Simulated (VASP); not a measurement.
Set up this calculation in VASP 6.6.1, as the native input.

| Quantity | Value |
| --- | --- |
| Task | single point |
| Functional | PBE |
| Potentials or basis | VASP PAW PBE potentials, release 64 (Zn, S) |
| Cutoff | 520 eV |
| k mesh | 4 × 4 × 4 |
| Occupations | gaussian, width 0.01 eV |
| Spin | no spin polarisation |
| Dipole correction | no |
| Further INCAR settings | ALGO = Normal; EDIFF = 1e-06; NBANDS = 16 |

The structure of ZnS lies in POSCAR:

```
ZnS
1.0
    0.0000000000      2.7020000000      2.7020000000
    2.7020000000      0.0000000000      2.7020000000
    2.7020000000      2.7020000000      0.0000000000
Zn S
1 1
Direct
    0.2500000000      0.2500000000      0.2500000000
    0.0000000000      0.0000000000      0.0000000000
```

One way to write it, as run:

INCAR

```
SYSTEM = ZnS
PREC = Accurate
ENCUT = 520
EDIFF = 1E-6
ISMEAR = 0
SIGMA = 0.01
LREAL = .False.
LASPH = .True.
NELM = 80
ALGO = Normal
ISIF = 2
LWAVE = .False.
LCHARG = .True.
GGA = PE
LELF = .True.
LVHAR = .True.
NBANDS = 16
```

KPOINTS

```
Automatic mesh
0
Gamma
  4 4 4
  0 0 0
```

Potentials or basis: VASP PAW PBE potentials, release 64 (Zn, S).

Command:

```console
$ cat potpaw_PBE.64/Zn/POTCAR potpaw_PBE.64/S/POTCAR > POTCAR
$ mpirun -np 1 vasp_std > vasp.out
```

It gave:

```
Pressure               : 2.1 GPa
Band gap on the k mesh : 2.10 eV, direct
```

Caveat: the k points lie up to 0.50 Å⁻¹ apart.

Run time: 8.3 s on 1 thread of Intel(R) Xeon(R) Platinum 8488C (Sapphire Rapids), with other jobs on the host, peak memory 0.15 GiB.
